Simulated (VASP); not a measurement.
Crystal: ZrC.

```xyz
2
Lattice="0.0000 2.3650 2.3650 2.3650 0.0000 2.3650 2.3650 2.3650 0.0000" Properties=species:S:1:pos:R:3 pbc="T T T"
Zr    2.3650    2.3650    2.3650
C     0.0000    0.0000    0.0000
```

* Program: VASP 6.6.1
* Task: relaxation of cell and atoms
* Functional: PBE
* Dispersion: D3(BJ)
* Potentials or basis: VASP PAW PBE potentials, release 64 (Zr_sv, C)
* Cutoff: 600 eV
* k mesh: 12 × 12 × 12
* Occupations: methfessel-paxton, width 0.1 eV
* Spin: no spin polarisation

At the start: pressure -7.6 GPa; volume 13.23 Å³/atom.

How do energy, volume and symmetry change on relaxing?

Over 3 steps the energy falls by 11.3 meV/atom and the volume is 12.77 Å³/atom (-3.4 %); space group Fm-3m (No. 225, to 0.1 Å) before and after.

Step by step:
| step | energy change (eV) | largest force (eV/Å) | pressure (GPa) | volume (Å³) |
| --- | --- | --- | --- | --- |
| 1 | 0.0000 | 0.0000 | -7.63 | 26.46 |
| 2 | 0.0401 | 0.0000 | 14.87 | 24.12 |
| 3 | -0.0226 | 0.0000 | -0.12 | 25.55 |

Final structure:
```
CELL_PARAMETERS angstrom
0.00000 2.33768 2.33768
2.33768 0.00000 2.33768
2.33768 2.33768 0.00000
ATOMIC_POSITIONS crystal
Zr 0.50000 0.50000 0.50000
C 0.00000 0.00000 0.00000
```
